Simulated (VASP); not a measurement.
Input of a VASP 6.6.1 run:

Contents of INCAR:

```
SYSTEM = Zr2NbN3
ALGO = Normal ; EDIFF = 1E-6
EDIFFG = -0.04 ; ENCUT = 600
GGA = PE ; IBRION = 2
ISIF = 3 ; ISMEAR = 0
LASPH = .TRUE. ; LCHARG = .FALSE.
LREAL = .FALSE. ; LWAVE = .FALSE.
NELM = 80 ; NSW = 90
PREC = Accurate ; SIGMA = 0.1
```

KPOINTS

```
k-points
0
G
  4 4 4
  0 0 0
```

Contents of POSCAR:

```
Zr2NbN3
1.0
    4.7528548900      0.0000000000      0.0000000000
    0.0000000000      4.7528548900      0.0000000000
    0.0000000000      0.0000000000      4.1641988600
Zr Nb N
2 1 3
Direct
    0.5000000000      0.0000000000      0.0000000000
    0.0000000000      0.5000000000      0.0000000000
    0.0000000000      0.0000000000      0.0000000000
    0.0000000000      0.0000000000      0.5000000000
    0.5000000000      0.5000000000      0.1566867500
    0.5000000000      0.5000000000      0.8433132500
```

Potentials or basis: VASP PAW PBE potentials, release 64 (Zr_sv, Nb_sv, N).

Run with:

```sh
$ cat potpaw_PBE.64/Zr_sv/POTCAR potpaw_PBE.64/Nb_sv/POTCAR potpaw_PBE.64/N/POTCAR > POTCAR
$ mpirun -np 1 vasp_std > vasp.out
```

(1) Estimate the space group after relaxing (to 0.1 Å).

(2) Predict the relaxed cell.

(3) What does it give for the relaxed volume?

## Answers

(1) P4/mmm (No. 123).

(2) a = 4.999 Å, b = 4.999 Å, c = 4.066 Å, α = 90.00°, β = 90.00°, γ = 90.00°.

(3) 16.93 Å³/atom.

Caveat: the k points lie up to 0.39 Å⁻¹ apart in the final cell, too coarse for converged energies and pressures of a metal.
